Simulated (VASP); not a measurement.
Au:

```
Au
1.0
     0.00000    2.03500    2.03500
     2.03500    0.00000    2.03500
     2.03500    2.03500    0.00000
Au
1
Direct
  0.00000 0.00000 0.00000
```

Program: VASP 6.6.1. Alike in all runs: task single point; potentials or basis VASP PAW PBE potentials, release 64 (Au); cell as given.

Problem. Order these runs on this cell by their pressure, lowest first.
A. level r2SCAN+U; spin off; U Au d U = 4.5 eV; k mesh 11 × 11 × 11; cutoff (eV) 550; smearing tetrahedron
B. level pbe exchange, lyp correlation; spin non-collinear, zero start, SOC; k mesh 8 × 8 × 8; cutoff (eV) 500; smearing fermi-dirac 0.1 eV
C. level HSE06; spin non-collinear, zero start, SOC; k mesh 6 × 6 × 6; cutoff (eV) 520; smearing fermi-dirac 0.05 eV; grid for exact exchange (PRECFOCK) Normal; share of exact exchange 0.25; screening parameter 0.2079 1/Å
D. level B3LYP; spin off; k mesh 6 × 6 × 6; cutoff (eV) 520; smearing fermi-dirac 0.05 eV; grid for exact exchange (PRECFOCK) Normal; share of exact exchange 0.2
E. level HF; spin off; k mesh 6 × 6 × 6; cutoff (eV) 520; smearing fermi-dirac 0.05 eV; grid for exact exchange (PRECFOCK) Normal; share of exact exchange 1

Solution. A (4.5 GPa), C (7.2 GPa), D (19.8 GPa), B (22.4 GPa), E (25.1 GPa).

Caveats: some runs use coarse meshes; the PAW data sets were made with another functional, which shifts forces and pressure a little; the cell stands under pressure (at least some runs); U without spin polarisation on a metal has little footing (at least some runs); the U is typed as a test and isn't derived for this compound (at least some runs); tetrahedron occupations give inexact forces and stress in metals (at least some runs).
